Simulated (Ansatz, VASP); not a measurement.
HgTe: VASP beside Ansatz

File POSCAR:

```
HgTe
1.0
    0.0000000000      3.2891578878      3.2891578878
    3.2891578878      0.0000000000      3.2891578878
    3.2891578878      3.2891578878      0.0000000000
Hg Te
1 1
Direct
    0.0000000000      0.0000000000      0.0000000000
    0.2500000000      0.2500000000      0.2500000000
```

INCAR.step1

```
PREC = Accurate
ENCUT = 520
EDIFF = 1E-5
ISMEAR = -1
SIGMA = 0.02
LREAL = False
LASPH = True
NELM = 80
ALGO = Normal
ISIF = 2
LWAVE = True
LCHARG = False
NBANDS = 16
GGA = PE
```

File INCAR.step2:

```
PREC = Accurate
ENCUT = 520
EDIFF = 1E-6
ISMEAR = -1
SIGMA = 0.02
LREAL = False
LASPH = True
NELM = 80
ALGO = Normal
ISIF = 2
LWAVE = False
LCHARG = False
GGA = PE
LHFCALC = True
HFSCREEN = 0.2079
PRECFOCK = Normal
NBANDS = 16
ISTART = 1
```

Contents of KPOINTS:

```
Automatic mesh
0
Gamma
  4 4 4
```

Input for Ansatz:

```yaml
crystal:
  lattice:
    - [0.0, 3.2891578878, 3.2891578878]
    - [3.2891578878, 0.0, 3.2891578878]
    - [3.2891578878, 3.2891578878, 0.0]
  atoms:
    - { symbol: Hg, position: [0.0, 0.0, 0.0] }
    - { symbol: Te, position: [0.25, 0.25, 0.25] }
kpoints:
  mp_grid: { grid: [4, 4, 4] }
hamiltonian:
  xc: hse06
scf:
  occupations: { method: fermi_dirac, width: 0.02 }
  n_extra_bands: 4
output:
  forces: true
  stress: true
  eigenvalues: true
```

Alike in both runs: task single point; functional HSE06; k mesh 4 × 4 × 4; occupations fermi-dirac, width 0.02 eV; no spin polarisation.

|  | VASP | Ansatz |
| --- | --- | --- |
| version | VASP 6.6.1 | Ansatz 0.2.0 |
| potentials or method | VASP PAW PBE potentials, release 64 (Hg, Te) | plane waves, PAW |
| plane-wave cutoff (eV) | 520 | 420 |
| valence electrons in the cell | 18 | 36 |

```csv
,VASP,Ansatz,Ansatz less VASP
pressure (GPa),0.1,0.1,+0.07
```

VASP's potentials hold 18 valence electrons a cell and Ansatz's 36, so a difference there can come from the potentials and not from the codes. Ansatz's warnings: filled band counts differ across k points, stress exchange threshold loose, stress scf threshold loose.

The k mesh is coarse, so the values compare programs but aren't converged. Neither program's run includes spin-orbit coupling.
